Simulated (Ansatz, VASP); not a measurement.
## Two plane-wave programs on Ir

```
CELL_PARAMETERS angstrom
0.00000 1.91970 2.06368
1.91970 0.00000 2.06368
1.91970 1.91970 0.00000
ATOMIC_POSITIONS crystal
Ir 0.00000 0.00000 0.00000
```

Change from the starting cell: strain +0.0750 x Voigt [0, 0, 1, 0, 0, 0], atoms carried along.

Alike in both runs: task single point; functional PBEsol; k mesh 22 × 22 × 22; occupations gaussian, width 0.15 eV; no spin polarisation.

```csv
,VASP,Ansatz
version,VASP 6.6.1,Ansatz 0.2.0
potentials or method,"VASP PAW PBE potentials, release 64 (Ir), cutoff 520 eV","scalar-relativistic, plane waves, PAW"
valence electrons in the cell,9,17
```

```tsv
	VASP	Ansatz	Ansatz less VASP
gap on the k mesh at the Fermi level (eV)	none	none	-
pressure (GPa)	-23.3	-23.9	-0.54
traceless stress, the component that is largest in VASP (GPa)	-14.82	-14.87	-0.059
```

VASP's potentials were made for PBE, not for PBEsol. A gap of «none» marks a metal or a gap that the smearing closes. The functional is the same, so the differences come from potentials, cutoffs and numerics. VASP's potentials hold 9 valence electrons a cell and Ansatz's 17, so a difference there can come from the potentials and not from the codes.

Neither program's run includes spin-orbit coupling.
